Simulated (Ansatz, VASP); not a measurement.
**One calculation of Ga4SnS3, two programs**

```
Ga Sn S
1.0
     3.59943    0.00065    0.10457
    -1.79921    3.11712   -0.10507
     1.10229   -0.67251   37.13871
Ga Sn S
8 2 6
Direct
  0.00921 0.00469 0.96714
  0.98126 0.03215 0.03363
  0.66130 0.34612 0.27161
  0.69130 0.31816 0.20498
  0.53272 0.47025 0.40611
  0.34903 0.62770 0.72767
  0.31968 0.65560 0.79431
  0.45612 0.54577 0.59454
  0.17351 0.82842 0.46842
  0.81436 0.18689 0.53224
  0.68765 0.32570 0.93758
  0.30276 0.71111 0.06319
  0.98273 0.02511 0.30124
  0.03636 0.97259 0.17543
  0.02749 0.94851 0.69805
  0.97453 0.00122 0.82388
```

Change from the starting cell: cell x1, atoms moved at random (sigma 0.1 Å) and cell strained at random (1.5 %), then relaxed without symmetry.

Alike in both runs: functional PBE; k mesh 6 × 6 × 1; occupations gaussian, width 0.2 eV; no spin polarisation.

Ansatz relaxed the structure, and its values are those at the end. VASP's run is a single point on that final structure, the one shown.

|  | VASP | Ansatz |
| --- | --- | --- |
| version | VASP 6.6.1 | Ansatz 0.2.0 |
| potentials or method | VASP PAW PBE potentials, release 64 (Ga_d, Sn_d, S), cutoff 500 eV | scalar-relativistic, plane waves, PAW |
| valence electrons in the cell | 168 | 168 |

|  | VASP | Ansatz | Ansatz less VASP |
| --- | --- | --- | --- |
| gap on the k mesh at the Fermi level (eV) | none | none | - |
| pressure (GPa) | 0.0 | 0.0 | +0.04 |
| rms of the force components (eV/Å) | 0.005 | 0.003 | -0.0020 |

A gap of «none» marks a metal or a gap that the smearing closes. The functional is the same, so the differences come from potentials, cutoffs and numerics.
